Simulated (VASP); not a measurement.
# HfN (Cmcm) in VASP: a series of runs

The runs below take HfN through single point, with LDA.

Everything below comes from runs of VASP 6.6.1. Logs are shortened: lines on timing, memory, paths and dates and some standing lists are left out, and cuts for length are marked.

## (1) The cell of the first run

Symmetry: Cmcm, No. 63, orthorhombic system. Conventional cell: a = 4.468 Å, b = 4.468 Å, c = 4.468 Å, α = 90.00°, β = 90.00°, γ = 90.00°. Hf (site symmetry m2m) has 6 N at 2.22 to 2.25 Å within 2.9 Å. N (site symmetry m2m) has 6 Hf at 2.22 to 2.25 Å within 2.9 Å.

## (2) Single point, LDA (atoms displaced along a vibrational mode)

INCAR

```
PREC = Accurate
ENCUT = 520
EDIFF = 1E-7
ISMEAR = 0
SIGMA = 0.15
LREAL = F
LASPH = T
NELM = 100
ALGO = Normal
ISIF = 2
LWAVE = F
LCHARG = F
NBANDS = 23
```

KPOINTS

```
regular mesh
0
Gamma
  14 14 10
```

POSCAR

```
HfN
1.0
    0.0000000000     -2.2339756809     -2.2339756809
    0.0000000000      2.2339756809     -2.2339756809
    4.4679513618      0.0000000000      0.0000000000
Hf N
2 2
Direct
    0.5044889916      0.4955110084      0.5000000000
   -0.0044889916      0.0044889916      0.0000000000
    0.4925393283      0.5074606717      0.0000000000
    0.0074606717     -0.0074606717      0.5000000000
```

Potentials or basis: VASP PAW LDA potentials, release 64 (Hf_pv, N).

Run with:

```
$ cat potpaw_LDA.64/Hf_pv/POTCAR potpaw_LDA.64/N/POTCAR > POTCAR
$ mpirun -np 1 vasp_std > vasp.out
```

OUTCAR:

```text
PREC = Accurate
   ENCUT = 520
   EDIFF = 1E-7
   ISMEAR = 0
   LREAL = F
   LASPH = T
   NELM = 100
   ISIF = 2

 ion  position               nearest neighbor table
   1  0.504  0.496  0.500-   4 2.22   4 2.23   4 2.23   3 2.23   3 2.23   4 2.25   2 3.13   2 3.13
                             2 3.16   2 3.16   2 3.16   2 3.16   2 3.19   2 3.19
   2  0.996  0.004  0.000-   3 2.22   3 2.23   3 2.23   4 2.23   4 2.23   3 2.25   1 3.13   1 3.13
                             1 3.16   1 3.16   1 3.16   1 3.16   1 3.19   1 3.19
   3  0.493  0.507  0.000-   2 2.22   2 2.23   2 2.23   1 2.23   1 2.23   2 2.25
   4  0.007  0.993  0.500-   1 2.22   1 2.23   1 2.23   2 2.23   2 2.23   1 2.25

  LATTYP: Found a simple tetragonal cell.
 ALAT       =     3.1593187059
 C/A-ratio  =     1.4142135624

  Lattice vectors:

 A1 = (   0.0000000000,  -2.2339756809,  -2.2339756809)
 A2 = (   0.0000000000,   2.2339756809,  -2.2339756809)
 A3 = (   4.4679513618,   0.0000000000,   0.0000000000)

Analysis of symmetry for initial positions (statically):
=====================================================================
 Subroutine PRICEL returns:
 Original cell was already a primitive cell.

 Routine SETGRP: Setting up the symmetry group for a
 simple tetragonal supercell.

 Subroutine GETGRP returns: Found  8 space group operations
 (whereof  4 operations were pure point group operations)
 out of a pool of 16 trial point group operations.

The static configuration has the point symmetry C_2v.
 The point group associated with its full space group is D_2h.

Analysis of symmetry for dynamics (positions and initial velocities):
=====================================================================
 Subroutine PRICEL returns:
 Original cell was already a primitive cell.

 Routine SETGRP: Setting up the symmetry group for a
 simple tetragonal supercell.

 Subroutine GETGRP returns: Found  8 space group operations
 (whereof  4 operations were pure point group operations)
 out of a pool of 16 trial point group operations.

The dynamic configuration has the point symmetry C_2v.
 The point group associated with its full space group is D_2h.

 Subroutine INISYM returns: Found  8 space group operations
 (whereof  4 operations are pure point group operations),
 and found     1 'primitive' translations

----------------------------------------------------------------------------------------

                                     Primitive cell

  volume of cell :      44.5959

  direct lattice vectors                    reciprocal lattice vectors
     0.000000000 -2.233975681 -2.233975681     0.000000000 -0.223816223 -0.223816223
     0.000000000  2.233975681 -2.233975681     0.000000000  0.223816223 -0.223816223
     4.467951362  0.000000000  0.000000000     0.223816223  0.000000000  0.000000000

  length of vectors
     3.159318706  3.159318706  4.467951362     0.316523939  0.316523939  0.223816223

  position of ions in fractional coordinates (direct lattice)
     0.504488992  0.495511008  0.500000000
     0.995511008  0.004488992  0.000000000
     0.492539328  0.507460672  0.000000000
     0.007460672  0.992539328  0.500000000

  ion indices of the primitive-cell ions
   primitive index   ion index
                 1           1
                 2           2
                 3           3
                 4           4

----------------------------------------------------------------------------------------

 KPOINTS: regular mesh

Automatic generation of k-mesh.
 Grid dimensions read from file:
 generate k-points for:   14   14   10

 Generating k-lattice:

  Cartesian coordinates                     Fractional coordinates (reciprocal lattice)
     0.000000000 -0.015986873 -0.015986873     0.071428571  0.000000000  0.000000000
     0.000000000  0.015986873 -0.015986873     0.000000000  0.071428571  0.000000000
     0.022381622  0.000000000  0.000000000     0.000000000  0.000000000  0.100000000

  Length of vectors
     0.022608853  0.022608853  0.022381622

  Shift w.r.t. Gamma in fractional coordinates (k-lattice)
     0.000000000  0.000000000  0.000000000

 Subroutine IBZKPT returns following result:
 ===========================================

 Found    342 irreducible k-points:

 Following reciprocal coordinates:
            Coordinates               Weight
  0.000000  0.000000  0.000000      1.000000
  0.071429  0.000000  0.000000      4.000000
  0.142857  0.000000  0.000000      4.000000
  0.214286  0.000000  0.000000      4.000000
  0.285714  0.000000  0.000000      4.000000
  0.357143  0.000000  0.000000      4.000000
[... 16 lines left out ...]
 -0.142857  0.142857  0.000000      2.000000
  0.214286  0.142857  0.000000      4.000000
 [... further k-points ...]
   k-points           NKPTS =    342   k-points in BZ     NKDIM =    342   number of bands    NBANDS=     23
   number of dos      NEDOS =    301   number of ions     NIONS =      4
   total plane-waves  NPLWV =  20736
   dimension x,y,z NGX =    24 NGY =   24 NGZ =   36
   dimension x,y,z NGXF=    48 NGYF=   48 NGZF=   72
   ions per type =               2   2
   NGX,Y,Z   is equivalent  to a cutoff of  12.63, 12.63, 13.40 a.u.
   NGXF,Y,Z  is equivalent  to a cutoff of  25.26, 25.26, 26.79 a.u.
 SYSTEM =  unknown system
   PREC   = accura    normal or accurate (medium, high low for compatibility)
   ISTART =      0    job   : 0-new  1-cont  2-samecut
   ICHARG =      2    charge: 1-file 2-atom 10-const
   ISPIN  =      1    spin polarized calculation?
   LNONCOLLINEAR =      F non collinear calculations
   LSORBIT =      F    spin-orbit coupling
   LASPH  =      T    aspherical Exc in radial PAW
   ENCUT  =  520.0 eV  38.22 Ry    6.18 a.u.   5.87  5.87  8.31*2*pi/ulx,y,z
   NELM   =    100;   NELMIN=  2; NELMDL= -5     # of ELM steps
   EDIFF  = 0.1E-06   stopping-criterion for ELM
   LREAL  =      F    real-space projection
   EDIFFG = 0.1E-05   stopping-criterion for IOM
   NSW    =      0    number of steps for IOM
   IBRION =     -1    ionic relax: 0-MD 1-quasi-New 2-CG
   NFREE  =      0    steps in history (QN), initial steepest desc. (CG)
   ISIF   =      2    stress and relaxation
   ISYM   =      2    0-nonsym 1-usesym 2-fastsym
   POTIM  = 0.5000    time-step for ionic-motion
   TEBEG  =    0.0;   TEEND  =   0.0 temperature during run
   PSTRESS=    0.0 pullay stress
   NELECT =      30.0000    total number of electrons
   NUPDOWN=      -1.0000    fix difference up-down
   EMIN   =  10.00;   EMAX   =-10.00  energy-range for DOS
   EFERMI =   0.00;   METHOD = LEGACY
   ISMEAR =     0;   SIGMA  =   0.15  broadening in eV -4-tet -1-fermi 0-gaus
   EFERMI_NEDOS =   21; number of points for ismear=-14 and -15
   IALGO  =     38    algorithm
   IMIX   =      4    mixing-type and parameters
     AMIX     =   0.40;   BMIX     =  1.00
     AMIX_MAG =   1.60;   BMIX_MAG =  1.00
  volume/ion in A,a.u.               =      11.15        75.24
  Fermi-wavevector in a.u.,A,eV,Ry     =   1.434444  2.710705 27.995735  2.057628
  Thomas-Fermi vector in A             =   2.553851
   LORBIT       =      0    0 simple, 1 ext, 2 COOP (PROOUT), +10 PAW based schemes
   GGA     = CA    functional components
   LHFCALC =     F    Hartree Fock is set to
   AEXX    =    0.0000 exact exchange contribution
   IVDW    =     0    specifies the selected vdW correction
   LEPSILON=     F    determine dielectric tensor
   LRPA    =     F    only Hartree local field effects (RPA)
 non-spin polarized calculation
 Gauss-broadening in eV      SIGMA  =   0.15
  energy-cutoff  :      520.00
  volume of cell :       44.60
 maximum number of plane-waves:      1240
   NGX = 11   NGY = 11   NGZ = 17

 number of electron      29.9999999 magnetization

 Free energy of the ion-electron system (eV)
  ---------------------------------------------------
  ext. energy  EPLUGINS =         0.00000000
  ---------------------------------------------------
  free energy    TOTEN  =       -47.72965243 eV

  energy without entropy =      -47.71523093  energy(sigma->0) =      -47.72244168

 E-fermi :   8.4999     XC(G=0): -13.1529

 val. band max:        8.4974673567   @ k =   0.5000   0.4286   0.4000
 cond. band min:       8.5026893944   @ k =   0.2857   0.0000   0.3000
 fundamental gap:      0.0052220377
 Fermi energy:         8.4999165080

 k-point     1 :       0.0000    0.0000    0.0000
  band No.  band energies     occupation
      1     -23.2207      2.00000
      2     -22.6600      2.00000
      3     -22.6591      2.00000
      4     -22.3043      2.00000
      5     -22.3037      2.00000
      6     -22.3036      2.00000
[... 15 lines left out ...]
     22      12.7228      0.00000
     23      14.5570      0.00000

 k-point     2 :       0.0714    0.0000    0.0000
  band No.  band energies     occupation
      1     -23.2072      2.00000
      2     -22.6865      2.00000
      3     -22.6514      2.00000
      4     -22.3422      2.00000
      5     -22.3127      2.00000
      6     -22.3044      2.00000
[... 15 lines left out ...]
     22      13.0088      0.00000
     23      14.0315      0.00000

 k-point     3 :       0.1429    0.0000    0.0000
  band No.  band energies     occupation
      1     -23.1679      2.00000
      2     -22.7605      2.00000
      3     -22.6279      2.00000
      4     -22.4483      2.00000
      5     -22.3399      2.00000
      6     -22.3065      2.00000
[... 15 lines left out ...]
     22      13.5120      0.00000
     23      13.7785      0.00000

 k-point     4 :       0.2143    0.0000    0.0000
  band No.  band energies     occupation
      1     -23.1051      2.00000
      2     -22.8634      2.00000
      3     -22.6003      2.00000
      4     -22.5907      2.00000
      5     -22.3851      2.00000
      6     -22.3116      2.00000
[... 15 lines left out ...]
     22      13.1632      0.00000
     23      13.4030      0.00000

 k-point     5 :       0.2857    0.0000    0.0000
  band No.  band energies     occupation
      1     -23.0233      2.00000
      2     -22.9708      2.00000
      3     -22.7660      2.00000
      4     -22.5463      2.00000
      5     -22.4474      2.00000
      6     -22.3221      2.00000
[... 15 lines left out ...]
     22      14.0890      0.00000
     23      14.5399      0.00000

 k-point     6 :       0.3571    0.0000    0.0000
  band No.  band energies     occupation
      1     -23.0581      2.00000
      2     -22.9279      2.00000
      3     -22.9187      2.00000
      4     -22.5253      2.00000
      5     -22.4970      2.00000
      6     -22.3401      2.00000
[... 15 lines left out ...]
     22      14.2397      0.00000
     23      14.9769      0.00000

 k-point     7 :       0.4286    0.0000    0.0000
  band No.  band energies     occupation
      1     -23.1051      2.00000
      2     -23.0342      2.00000
      3     -22.8254      2.00000
      4     -22.6156      2.00000
      5     -22.4486      2.00000
      6     -22.3667      2.00000
[... 353 lines left out ...]
     22      13.6986      0.00000
     23      15.4209      0.00000

 k-point    21 :       0.5000    0.0714    0.0000
  band No.  band energies     occupation
      1     -23.1020      2.00000
      2     -23.0918      2.00000
      3     -22.7358      2.00000
      4     -22.6951      2.00000
      5     -22.4333      2.00000
      6     -22.4175      2.00000
[... 15 lines left out ...]
     22      13.2398      0.00000
     23      16.6038      0.00000

 k-point    22 :       0.1429    0.1429    0.0000
  band No.  band energies     occupation
      1     -23.1189      2.00000
      2     -22.7692      2.00000
      3     -22.6869      2.00000
      4     -22.5183      2.00000
      5     -22.3716      2.00000
      6     -22.3714      2.00000
[... 15 lines left out ...]
     22      13.8173      0.00000
     23      14.1173      0.00000

 k-point    23 :      -0.1429    0.1429    0.0000
  band No.  band energies     occupation
      1     -23.1188      2.00000
      2     -22.7683      2.00000
      3     -22.6878      2.00000
      4     -22.5179      2.00000
      5     -22.3721      2.00000
      6     -22.3715      2.00000
[... 15 lines left out ...]
     22      13.8288      0.00000
     23      14.1228      0.00000

 k-point    24 :       0.2143    0.1429    0.0000
  band No.  band energies     occupation
      1     -23.0609      2.00000
      2     -22.8535      2.00000
      3     -22.6679      2.00000
      4     -22.6415      2.00000
      5     -22.4108      2.00000
      6     -22.3925      2.00000
[... 15 lines left out ...]
     22      14.1684      0.00000
     23      14.2587      0.00000

 [... further k-points ...]
[... 5 lines left out ...]
  --------------------------------------------------------------------------------------
  -------------------------------------------------------------------------------------
  Total       -0.4459656     -0.2266827     -0.2753857      0.0000000      0.0000000      0.0000000
  in kB      -16.0219967     -8.1439245     -9.8936535      0.0000000      0.0000000      0.0000000
  external PRESSURE =     -11.3531916 kB  Pullay stress =       0.0000000 kB

 VOLUME and BASIS-vectors are now :
 -----------------------------------------------------------------------------
  energy-cutoff  :      520.00
  volume of cell :       44.60
      direct lattice vectors                 reciprocal lattice vectors
     0.000000000 -2.233975681 -2.233975681     0.000000000 -0.223816223 -0.223816223
     0.000000000  2.233975681 -2.233975681     0.000000000  0.223816223 -0.223816223
     4.467951362  0.000000000  0.000000000     0.223816223  0.000000000  0.000000000

 POSITION                                       TOTAL-FORCE (eV/Angst)
 -----------------------------------------------------------------------------------
      2.23398     -0.02006     -2.23398         0.000000      0.148218      0.000000
      0.00000     -2.21392     -2.23398         0.000000     -0.148218      0.000000
      0.00000      0.03333     -2.23398         0.000000     -0.319667      0.000000
      2.23398      2.20064     -2.23398         0.000000      0.319667      0.000000
 -----------------------------------------------------------------------------------
    total drift:                                0.000000      0.000000     -0.000000

  FREE ENERGIE OF THE ION-ELECTRON SYSTEM (eV)
  ---------------------------------------------------
  free  energy   TOTEN  =       -47.7296524340 eV

  energy  without entropy=      -47.7152309345  energy(sigma->0) =      -47.72244168
```

Run time: 4.4 min. Hardware: 1 thread of Intel Xeon 8259CL, shared host; peak memory 0.38 GiB.

Results:

```yaml
Free_energy: -47.7297 eV
Pressure: -1.1 GPa
Largest_force: 0.320 eV/Å
Band_gap_on_the_k_mesh: zero (bands 15 and 16 overlap by 6.90 eV)
```

Forces on the atoms (eV/Å):
```
Hf   0.000  0.148  0.000
Hf   0.000 -0.148  0.000
N    0.000 -0.320  0.000
N    0.000  0.320  0.000
```

Stress tensor (GPa, compression positive):
```
-1.60  0.00  0.00
 0.00 -0.81  0.00
 0.00  0.00 -0.99
```

Caveat: the cell differs from its parent crystal (atoms displaced along a vibrational mode); spin-orbit coupling is left out, which moves the levels of the heavy elements.

## (3) Single point, LDA (atoms displaced along a vibrational mode)

INCAR

```
  PREC = Accurate
  ENCUT = 520
  EDIFF = 1E-7
  ISMEAR = 0
  SIGMA = 0.15
  LREAL = False
  LASPH = True
  NELM = 60
  ALGO = Normal
  ISIF = 2
  LWAVE = False
  LCHARG = False
  NBANDS = 23
```

KPOINTS is that of step 2.

POSCAR

```
HfN
1.0
    0.0000000000     -2.2339756809     -2.2339756809
    0.0000000000      2.2339756809     -2.2339756809
    4.4679513618      0.0000000000      0.0000000000
Hf N
2 2
Direct
    0.5049112898      0.4950887102      0.5000000000
   -0.0049112898      0.0049112898      0.0000000000
    0.5022529524      0.4977470476      0.0000000000
   -0.0022529524      0.0022529524      0.5000000000
```

Potentials or basis: VASP PAW LDA potentials, release 64 (Hf_pv, N).

Run with:

```
$ cat potpaw_LDA.64/Hf_pv/POTCAR potpaw_LDA.64/N/POTCAR > POTCAR
$ mpirun -np 1 vasp_std > vasp.out
```

Run time: 4.4 min. Hardware: 1 thread of Intel Xeon 8259CL, shared host; peak memory 0.38 GiB.

The run converged. Its results:

```yaml
Free_energy: -47.7299 eV
Pressure: -1.0 GPa
Largest_force: 0.480 eV/Å
Band_gap_on_the_k_mesh: zero (bands 15 and 16 overlap by 7.03 eV)
```

Forces in eV/Å, atoms in the order of the input:
```
Hf   0.000  0.480  0.000
Hf   0.000 -0.480  0.000
N    0.000  0.288  0.000
N    0.000 -0.288  0.000
```

Stress tensor (GPa, compression positive):
```
-1.67  0.00  0.00
 0.00 -0.43  0.00
 0.00  0.00 -0.89
```

Levels at points of the mesh, in eV from the Fermi level:
```
           k point  band 11  band 12  band 13  band 14  band 15  band 16  band 17  band 18  band 19  band 20
(0.00, 0.00, 0.00)    -3.65    -3.62    -3.00    -3.00    -2.95    -0.41    -0.41    -0.39     1.98     2.00
(0.50, 0.00, 0.00)    -6.01    -5.98    -5.37    -5.29     1.80     1.83     2.16     2.39     3.33     3.37
(0.50, 0.50, 0.00)    -3.99    -3.98    -3.63    -3.62    -3.62    -3.61     4.20     4.23     5.75     5.75
(0.00, 0.00, 0.50)    -3.89    -3.89    -3.84    -3.84    -2.52    -2.52     2.98     2.98     3.33     3.33
(0.50, 0.00, 0.50)    -6.33    -6.33    -6.33    -6.33     3.43     3.43     3.82     3.82     3.83     3.83
(0.50, 0.50, 0.50)    -5.43    -5.43    -5.42    -5.42     1.16     1.16     1.17     1.17     5.77     5.77
```

Caveat: the cell differs from its parent crystal (atoms displaced along a vibrational mode); spin-orbit coupling is left out, which moves the levels of the heavy elements.
